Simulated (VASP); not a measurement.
## BeB12: single point with PBE

BeB12:

```xyz
13
Lattice="0.0000 3.5721 3.5721 3.5721 0.0000 3.5721 3.5721 3.5721 0.0000" Properties=species:S:1:pos:R:3 pbc="T T T"
Be    0.0000    0.0000    0.0000
B     3.5721    4.7759    4.7759
B     2.3683    3.5721    4.7759
B     3.5721    2.3683    4.7759
B     4.7759    3.5721    4.7759
B     3.5721    2.3683    2.3683
B     2.3683    3.5721    2.3683
B     3.5721    4.7759    2.3683
B     4.7759    3.5721    2.3683
B     4.7759    2.3683    3.5721
B     4.7759    4.7759    3.5721
B     2.3683    2.3683    3.5721
B     2.3683    4.7759    3.5721
```

```json
{
 "Program": "VASP 6.6.1",
 "Task": "single point",
 "Functional": "PBE",
 "Potentials or basis": "VASP PAW PBE potentials, release 64 (Be, B)",
 "Cutoff": "520 eV",
 "k mesh": "4 × 4 × 4",
 "Occupations": "gaussian, width 0.1 eV",
 "Spin": "no spin polarisation"
}
```

```
Pressure               : 23.5 GPa
Largest force          : 0.557 eV/Å
Band gap on the k mesh : 0.45 eV, direct
```

Forces in eV/Å, atoms in the order of the input:
```
Be   0.000  0.000  0.000
B    0.000  0.394  0.394
B   -0.394  0.000  0.394
B    0.000 -0.394  0.394
B    0.394  0.000  0.394
B    0.000 -0.394 -0.394
B   -0.394  0.000 -0.394
B    0.000  0.394 -0.394
B    0.394  0.000 -0.394
B    0.394 -0.394  0.000
B    0.394  0.394  0.000
B   -0.394 -0.394  0.000
B   -0.394  0.394  0.000
```

Levels at points of the mesh, in eV from the valence-band top:
```csv
k point,band 16,band 17,band 18,band 19,band 20,band 21,band 22,band 23
"(0.00, 0.00, 0.00)",-0.64,-0.64,0.00,0.00,0.45,4.50,4.50,4.50
"(0.50, 0.00, 0.00)",-1.08,-1.08,-0.49,-0.49,2.11,2.11,3.57,4.08
"(0.50, 0.50, 0.00)",-1.99,-1.99,-1.36,-1.06,0.55,0.55,2.25,5.32
```

Run time: 40 s on 1 thread of Intel(R) Xeon(R) Platinum 8488C (Sapphire Rapids), on a shared host, peak memory 0.22 GiB.

A k mesh can miss the band edges.
